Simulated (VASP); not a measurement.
# TiH (I4/mmm) in VASP: further runs

TiH is run at these levels: PBEsol; tasks: single point.

Everything below comes from runs of VASP 6.6.1. Logs are shortened: lines on timing, memory, paths and dates and some standing lists are left out, and cuts for length are marked.

## (1) The cell of the first run

Symmetry: I4/mmm, No. 139, tetragonal system. The conventional cell has a = 2.930 Å, b = 2.930 Å, c = 4.206 Å, α = 90.00°, β = 90.00°, γ = 90.00°. Within 2.7 Å of Ti (site symmetry 4/mmm) lie 6 H at 2.07 to 2.10 Å. H (site symmetry 4/mmm) has 6 Ti at 2.07 to 2.10 Å within 2.7 Å.

## (2) Single point, PBEsol (strain along c alone, the other axes held: +1.5 %)

The input, INCAR:

```
PREC = Accurate ; ENCUT = 520
EDIFF = 1E-6 ; ISMEAR = 0
SIGMA = 0.1 ; LREAL = False
LASPH = True ; NELM = 80
ALGO = Normal ; ISIF = 2
LWAVE = False ; LCHARG = False
GGA = PS ; NBANDS = 21
```

The input, KPOINTS:

```
Automatic mesh
0
Gamma
  14 14 10
```

The input, POSCAR:

```
TiH
1.0
    2.0718452978      2.0718452978      0.0000000000
   -2.0718452978      2.0718452978      0.0000000000
    0.0000000000      0.0000000000      4.2058459545
Ti H
2 2
Direct
    0.0000000000      0.0000000000      0.0000000000
    0.5000000000      0.5000000000      0.5000000000
    0.5000000000      0.5000000000      0.0000000000
    0.0000000000      0.0000000000      0.5000000000
```

Potentials or basis: VASP PAW PBE potentials, release 64 (Ti_sv, H).

The run is started by

```sh
$ cat potpaw_PBE.64/Ti_sv/POTCAR potpaw_PBE.64/H/POTCAR > POTCAR
$ mpirun -np 1 vasp_std > vasp.out
```

OUTCAR:

```text
PREC = Accurate
   ENCUT = 520
   EDIFF = 1E-6
   ISMEAR = 0
   LREAL = False
   LASPH = True
   NELM = 80
   ISIF = 2
   GGA = PS

 ion  position               nearest neighbor table
   1  0.000  0.000  0.000-
   2  0.500  0.500  0.500-
   3  0.500  0.500  0.000-
   4  0.000  0.000  0.500-

  LATTYP: Found a simple tetragonal cell.
 ALAT       =     2.9300317193
 C/A-ratio  =     1.4354267658

  Lattice vectors:

 A1 = (   2.0718452978,   2.0718452978,   0.0000000000)
 A2 = (  -2.0718452978,   2.0718452978,   0.0000000000)
 A3 = (   0.0000000000,   0.0000000000,   4.2058459545)

Analysis of symmetry for initial positions (statically):
=====================================================================
 Subroutine PRICEL returns following result:

  LATTYP: Found a body centered tetragonal cell.
 ALAT       =     2.9300317193
 C/A-ratio  =     1.4354267658

  Lattice vectors:

 A1 = (   2.0718452978,   0.0000000000,  -2.1029229772)
 A2 = (  -2.0718452978,   0.0000000000,  -2.1029229772)
 A3 = (   0.0000000000,   2.0718452978,   2.1029229772)

   2 primitive cells build up your supercell.

 Routine SETGRP: Setting up the symmetry group for a
 simple tetragonal supercell.

 Subroutine GETGRP returns: Found 16 space group operations
 (whereof 16 operations were pure point group operations)
 out of a pool of 16 trial point group operations.

The static configuration has the point symmetry D_4h.

Analysis of symmetry for dynamics (positions and initial velocities):
=====================================================================
 Subroutine PRICEL returns following result:

  LATTYP: Found a body centered tetragonal cell.
 ALAT       =     2.9300317193
 C/A-ratio  =     1.4354267658

  Lattice vectors:

 A1 = (   2.0718452978,   0.0000000000,  -2.1029229772)
 A2 = (  -2.0718452978,   0.0000000000,  -2.1029229772)
 A3 = (   0.0000000000,   2.0718452978,   2.1029229772)

   2 primitive cells build up your supercell.

 Routine SETGRP: Setting up the symmetry group for a
 simple tetragonal supercell.

 Subroutine GETGRP returns: Found 16 space group operations
 (whereof 16 operations were pure point group operations)
 out of a pool of 16 trial point group operations.

The dynamic configuration has the point symmetry D_4h.

 Subroutine INISYM returns: Found 16 space group operations
 (whereof 16 operations are pure point group operations),
 and found     2 'primitive' translations

----------------------------------------------------------------------------------------

                                     Primitive cell

  volume of cell :      18.0538

  direct lattice vectors                    reciprocal lattice vectors
     2.071845298  0.000000000 -2.102922977     0.241330760  0.241330760 -0.237764295
    -2.071845298  0.000000000 -2.102922977    -0.241330760  0.241330760 -0.237764295
     0.000000000  2.071845298  2.102922977     0.000000000  0.482661520  0.000000000

  length of vectors
     2.952088750  2.952088750  2.952088750     0.415948232  0.415948232  0.482661520

  position of ions in fractional coordinates (direct lattice)
     0.000000000  0.000000000  0.000000000
     0.500000000  0.500000000  0.000000000

  ion indices of the primitive-cell ions
   primitive index   ion index
                 1           1
                 2           4

----------------------------------------------------------------------------------------

 KPOINTS: Automatic mesh

Automatic generation of k-mesh.
 Grid dimensions read from file:
 generate k-points for:   14   14   10

 Generating k-lattice:

  Cartesian coordinates                     Fractional coordinates (reciprocal lattice)
     0.017237911  0.017237911  0.000000000     0.071428571  0.000000000  0.000000000
    -0.017237911  0.017237911  0.000000000     0.000000000  0.071428571  0.000000000
     0.000000000  0.000000000  0.023776430     0.000000000  0.000000000  0.100000000

  Length of vectors
     0.024378088  0.024378088  0.023776430

  Shift w.r.t. Gamma in fractional coordinates (k-lattice)
     0.000000000  0.000000000  0.000000000

 Subroutine IBZKPT returns following result:
 ===========================================

 Found    216 irreducible k-points:

 Following reciprocal coordinates:
            Coordinates               Weight
  0.000000  0.000000  0.000000      1.000000
  0.071429  0.000000  0.000000      4.000000
  0.142857  0.000000  0.000000      4.000000
  0.214286  0.000000  0.000000      4.000000
  0.285714  0.000000  0.000000      4.000000
  0.357143  0.000000  0.000000      4.000000
[... 16 lines left out ...]
  0.285714  0.214286  0.000000      8.000000
  0.357143  0.214286  0.000000      8.000000
 [... further k-points ...]
   k-points           NKPTS =    216   k-points in BZ     NKDIM =    216   number of bands    NBANDS=     21
   number of dos      NEDOS =    301   number of ions     NIONS =      4
   total plane-waves  NPLWV =  18432
   dimension x,y,z NGX =    24 NGY =   24 NGZ =   32
   dimension x,y,z NGXF=    48 NGYF=   48 NGZF=   64
   ions per type =               2   2
   NGX,Y,Z   is equivalent  to a cutoff of  13.62, 13.62, 12.65 a.u.
   NGXF,Y,Z  is equivalent  to a cutoff of  27.23, 27.23, 25.30 a.u.
 SYSTEM =  unknown system
   PREC   = accura    normal or accurate (medium, high low for compatibility)
   ISTART =      0    job   : 0-new  1-cont  2-samecut
   ICHARG =      2    charge: 1-file 2-atom 10-const
   ISPIN  =      1    spin polarized calculation?
   LNONCOLLINEAR =      F non collinear calculations
   LSORBIT =      F    spin-orbit coupling
   LASPH  =      T    aspherical Exc in radial PAW
   ENCUT  =  520.0 eV  38.22 Ry    6.18 a.u.   5.45  5.45  7.82*2*pi/ulx,y,z
   NELM   =     80;   NELMIN=  2; NELMDL= -5     # of ELM steps
   EDIFF  = 0.1E-05   stopping-criterion for ELM
   LREAL  =      F    real-space projection
   EDIFFG = 0.1E-04   stopping-criterion for IOM
   NSW    =      0    number of steps for IOM
   IBRION =     -1    ionic relax: 0-MD 1-quasi-New 2-CG
   NFREE  =      0    steps in history (QN), initial steepest desc. (CG)
   ISIF   =      2    stress and relaxation
   ISYM   =      2    0-nonsym 1-usesym 2-fastsym
   POTIM  = 0.5000    time-step for ionic-motion
   TEBEG  =    0.0;   TEEND  =   0.0 temperature during run
   PSTRESS=    0.0 pullay stress
   NELECT =      26.0000    total number of electrons
   NUPDOWN=      -1.0000    fix difference up-down
   EMIN   =  10.00;   EMAX   =-10.00  energy-range for DOS
   EFERMI =   0.00;   METHOD = LEGACY
   ISMEAR =     0;   SIGMA  =   0.10  broadening in eV -4-tet -1-fermi 0-gaus
   EFERMI_NEDOS =   21; number of points for ismear=-14 and -15
   IALGO  =     38    algorithm
   IMIX   =      4    mixing-type and parameters
     AMIX     =   0.40;   BMIX     =  1.00
     AMIX_MAG =   1.60;   BMIX_MAG =  1.00
  volume/ion in A,a.u.               =       9.03        60.92
  Fermi-wavevector in a.u.,A,eV,Ry     =   1.467349  2.772887 29.294863  2.153112
  Thomas-Fermi vector in A             =   2.582977
   LORBIT       =      0    0 simple, 1 ext, 2 COOP (PROOUT), +10 PAW based schemes
   GGA     = PS    functional components
   LHFCALC =     F    Hartree Fock is set to
   AEXX    =    0.0000 exact exchange contribution
   IVDW    =     0    specifies the selected vdW correction
   LEPSILON=     F    determine dielectric tensor
   LRPA    =     F    only Hartree local field effects (RPA)
 non-spin polarized calculation
 Gauss-broadening in eV      SIGMA  =   0.10
  energy-cutoff  :      520.00
  volume of cell :       36.11
 maximum number of plane-waves:      1003
 NGX is ok and might be reduce to    24
   NGX = 11   NGY = 11   NGZ = 15

 number of electron      26.0000001 magnetization

 Free energy of the ion-electron system (eV)
  ---------------------------------------------------
  ext. energy  EPLUGINS =         0.00000000
  ---------------------------------------------------
  free energy    TOTEN  =       -24.85554292 eV

  energy without entropy =      -24.83627910  energy(sigma->0) =      -24.84591101

 E-fermi :   8.7850     XC(G=0): -12.1082

 val. band max:        8.7814341280   @ k =   0.2143   0.0714   0.1000
 cond. band min:       8.7945672171   @ k =   0.3571   0.2143   0.1000
 fundamental gap:      0.0131330891
 Fermi energy:         8.7850364936

 k-point     1 :       0.0000    0.0000    0.0000
  band No.  band energies     occupation
      1     -47.6813      2.00000
      2     -47.5354      2.00000
      3     -24.2872      2.00000
      4     -23.9181      2.00000
      5     -23.9181      2.00000
      6     -23.7054      2.00000
[... 13 lines left out ...]
     20      12.4821      0.00000
     21      15.4703      0.00000

 k-point     2 :       0.0714    0.0000    0.0000
  band No.  band energies     occupation
      1     -47.6774      2.00000
      2     -47.5352      2.00000
      3     -24.2782      2.00000
      4     -23.9342      2.00000
      5     -23.9138      2.00000
      6     -23.7272      2.00000
[... 13 lines left out ...]
     20      12.8193      0.00000
     21      15.3508      0.00000

 k-point     3 :       0.1429    0.0000    0.0000
  band No.  band energies     occupation
      1     -47.6665      2.00000
      2     -47.5349      2.00000
      3     -24.2518      2.00000
      4     -23.9789      2.00000
      5     -23.9013      2.00000
      6     -23.7886      2.00000
[... 13 lines left out ...]
     20      13.5833      0.00000
     21      14.9591      0.00000
[... 457 lines left out ...]
 k-point    23 :       0.2857    0.2143    0.0000
  band No.  band energies     occupation
      1     -47.6040      2.00000
      2     -47.5324      2.00000
      3     -24.1184      2.00000
      4     -24.1012      2.00000
      5     -24.0316      2.00000
      6     -23.9369      2.00000
[... 13 lines left out ...]
     20      14.5777      0.00000
     21      16.0678      0.00000

 k-point    24 :       0.3571    0.2143    0.0000
  band No.  band energies     occupation
      1     -47.5851      2.00000
      2     -47.5352      2.00000
      3     -24.1700      2.00000
      4     -24.1097      2.00000
      5     -24.0502      2.00000
      6     -23.9165      2.00000
[... 13 lines left out ...]
     20      13.9738      0.00000
     21      15.9612      0.00000

 [... further k-points ...]
[... 5 lines left out ...]
  --------------------------------------------------------------------------------------
  -------------------------------------------------------------------------------------
  Total       -0.5137167     -0.5137167     -0.5501595      0.0000000      0.0000000      0.0000000
  in kB      -22.7948233    -22.7948233    -24.4118769      0.0000000      0.0000000      0.0000000
  external PRESSURE =     -23.3338412 kB  Pullay stress =       0.0000000 kB

 VOLUME and BASIS-vectors are now :
 -----------------------------------------------------------------------------
  energy-cutoff  :      520.00
  volume of cell :       36.11
      direct lattice vectors                 reciprocal lattice vectors
     2.071845298  2.071845298  0.000000000     0.241330760  0.241330760  0.000000000
    -2.071845298  2.071845298  0.000000000    -0.241330760  0.241330760  0.000000000
     0.000000000  0.000000000  4.205845954     0.000000000  0.000000000  0.237764295

 POSITION                                       TOTAL-FORCE (eV/Angst)
 -----------------------------------------------------------------------------------
      0.00000      0.00000      0.00000        -0.000000      0.000000     -0.000000
      0.00000      2.07185      2.10292        -0.000000      0.000000      0.000000
      0.00000      2.07185      0.00000         0.000000     -0.000000     -0.000000
      0.00000      0.00000      2.10292         0.000000     -0.000000     -0.000000
 -----------------------------------------------------------------------------------
    total drift:                               -0.000000      0.000000     -0.000000

  FREE ENERGIE OF THE ION-ELECTRON SYSTEM (eV)
  ---------------------------------------------------
  free  energy   TOTEN  =       -24.8555429195 eV

  energy  without entropy=      -24.8362791006  energy(sigma->0) =      -24.84591101
```

It took 57 s on 1 thread of Intel Xeon 6975P-C (Granite Rapids), shared host; peak memory 0.25 GiB.

Results:

| Property | Result |
| --- | --- |
| Free energy | -24.8555 eV |
| Pressure | -2.3 GPa |
| Band gap on the k mesh | zero (band 13 reaches 10.51 eV, above the bottom of band 14 at 7.91 eV) |

Stress tensor (GPa, compression positive):
```
-2.28  0.00  0.00
 0.00 -2.28  0.00
 0.00  0.00 -2.44
```

Levels at points of the mesh, in eV from the Fermi level:
```tsv
k point	band 10	band 11	band 12	band 13	band 14	band 15	band 16	band 17
(0.00, 0.00, 0.00)	-6.86	-1.87	0.60	0.73	0.73	1.47	2.13	2.25
(0.50, 0.00, 0.00)	-6.11	-1.21	-1.21	-0.75	-0.75	1.13	1.13	2.25
(0.50, 0.50, 0.00)	-6.84	-1.89	-1.89	1.73	1.73	3.26	3.26	3.66
(0.00, 0.00, 0.50)	-7.74	-0.78	-0.78	0.33	0.33	1.81	1.81	1.81
(0.50, 0.00, 0.50)	-5.03	-3.16	-3.16	0.22	0.22	0.34	0.34	3.31
(0.50, 0.50, 0.50)	-6.10	-0.75	-0.75	-0.75	-0.75	1.49	1.49	3.75
```

Caveat: the cell differs from its parent crystal (strain along c alone, the other axes held: +1.5 %); the PAW data sets were made with another functional, which shifts forces and pressure a little.

## (3) Single point, PBEsol (strain along c alone, the other axes held: +3.0 %)

The input, INCAR:

```
SYSTEM = TiH
PREC = Accurate ; ENCUT = 520
EDIFF = 1E-7 ; ISMEAR = 0
SIGMA = 0.1 ; LREAL = .FALSE.
LASPH = .TRUE. ; NELM = 100
ALGO = Normal ; ISIF = 2
LWAVE = .FALSE. ; LCHARG = .FALSE.
GGA = PS ; NBANDS = 21
```

The input, KPOINTS:

```
Automatic mesh
0
G
  14 14 10
  0 0 0
```

Changes to POSCAR since step 2:

```diff
@@ -4,3 +4,3 @@
    -2.0718452978      2.0718452978      0.0000000000
-    0.0000000000      0.0000000000      4.2058459545
+    0.0000000000      0.0000000000      4.2680013134
 Ti H
```

Potentials or basis: VASP PAW PBE potentials, release 64 (Ti_sv, H).

The run is started by

```sh
$ cat potpaw_PBE.64/Ti_sv/POTCAR potpaw_PBE.64/H/POTCAR > POTCAR
$ mpirun -np 1 vasp_std > vasp.out
```

OUTCAR:

```text
SYSTEM = TiH
   PREC = Accurate
   ENCUT = 520
   EDIFF = 1E-7
   ISMEAR = 0
   LREAL = .FALSE.
   LASPH = .TRUE.
   NELM = 100
   ISIF = 2
   GGA = PS

 ion  position               nearest neighbor table
   1  0.000  0.000  0.000-
   2  0.500  0.500  0.500-
   3  0.500  0.500  0.000-
   4  0.000  0.000  0.500-

  LATTYP: Found a simple tetragonal cell.
 ALAT       =     2.9300317193
 C/A-ratio  =     1.4566399692

  Lattice vectors:

 A1 = (   2.0718452978,   2.0718452978,   0.0000000000)
 A2 = (  -2.0718452978,   2.0718452978,   0.0000000000)
 A3 = (   0.0000000000,   0.0000000000,   4.2680013134)

Analysis of symmetry for initial positions (statically):
=====================================================================
 Subroutine PRICEL returns following result:

  LATTYP: Found a body centered tetragonal cell.
 ALAT       =     2.9300317193
 C/A-ratio  =     1.4566399692

  Lattice vectors:

[... 176 lines left out ...]

 number of electron      26.0000001 magnetization

 Free energy of the ion-electron system (eV)
  ---------------------------------------------------
  ext. energy  EPLUGINS =         0.00000000
  ---------------------------------------------------
  free energy    TOTEN  =       -24.84464683 eV

  energy without entropy =      -24.82407058  energy(sigma->0) =      -24.83435871

 E-fermi :   8.6224     XC(G=0): -12.0367

 val. band max:        8.6183933410   @ k =   0.2143   0.0714   0.0000
 cond. band min:       8.6225618163   @ k =   0.1429   0.0000   0.5000
 fundamental gap:      0.0041684753
 Fermi energy:         8.6223707089

 k-point     1 :       0.0000    0.0000    0.0000
  band No.  band energies     occupation
      1     -47.8661      2.00000
      2     -47.7333      2.00000
      3     -24.4517      2.00000
      4     -24.1001      2.00000
      5     -24.1001      2.00000
      6     -23.9065      2.00000
[... 565 lines left out ...]
     20      13.7345      0.00000
     21      15.6454      0.00000

 [... further k-points ...]
[... 5 lines left out ...]
  --------------------------------------------------------------------------------------
  -------------------------------------------------------------------------------------
  Total       -0.9998858     -0.9998858     -0.9855607      0.0000000      0.0000000      0.0000000
  in kB      -43.7211699    -43.7211699    -43.0947897      0.0000000      0.0000000      0.0000000
  external PRESSURE =     -43.5123765 kB  Pullay stress =       0.0000000 kB

 VOLUME and BASIS-vectors are now :
 -----------------------------------------------------------------------------
  energy-cutoff  :      520.00
  volume of cell :       36.64
      direct lattice vectors                 reciprocal lattice vectors
     2.071845298  2.071845298  0.000000000     0.241330760  0.241330760  0.000000000
    -2.071845298  2.071845298  0.000000000    -0.241330760  0.241330760  0.000000000
     0.000000000  0.000000000  4.268001313     0.000000000  0.000000000  0.234301709

 POSITION                                       TOTAL-FORCE (eV/Angst)
 -----------------------------------------------------------------------------------
      0.00000      0.00000      0.00000         0.000000      0.000000     -0.000000
      0.00000      2.07185      2.13400        -0.000000     -0.000000      0.000000
      0.00000      2.07185      0.00000         0.000000      0.000000     -0.000000
      0.00000      0.00000      2.13400         0.000000      0.000000     -0.000000
 -----------------------------------------------------------------------------------
    total drift:                               -0.000000      0.000000     -0.000000

  FREE ENERGIE OF THE ION-ELECTRON SYSTEM (eV)
  ---------------------------------------------------
  free  energy   TOTEN  =       -24.8446468340 eV

  energy  without entropy=      -24.8240705784  energy(sigma->0) =      -24.83435871
```

stdout:

```text
POSCAR found type information on POSCAR TiH
 POSCAR found :  2 types and       4 ions
 scaLAPACK will be used
 -----------------------------------------------------------------------------
|                                                                             |
|                                                                             |
|     You enforced a specific xc type in the INCAR file but a different       |
|     I HOPE YOU KNOW WHAT YOU ARE DOING!                                     |
|                                                                             |
 -----------------------------------------------------------------------------

 LDA part: xc-table for (Slater+PW92), standard interpolation
 POSCAR, INCAR and KPOINTS ok, starting setup
 FFT: planning ... GRIDC
 FFT: planning ... GRID_SOFT
 FFT: planning ... GRID
 WAVECAR not read
 entering main loop
```

Run time: 68 s. Hardware: 1 thread of Intel Xeon 6975P-C (Granite Rapids), shared host; peak memory 0.25 GiB.

What came out:

```
Free energy            : -24.8446 eV
Pressure               : -4.4 GPa
Band gap on the k mesh : zero (band 13 reaches 10.38 eV, above the bottom of band 14 at 7.77 eV)
```

Caveat: the cell differs from its parent crystal (strain along c alone, the other axes held: +3.0 %); the PAW data sets were made with another functional, which shifts forces and pressure a little.
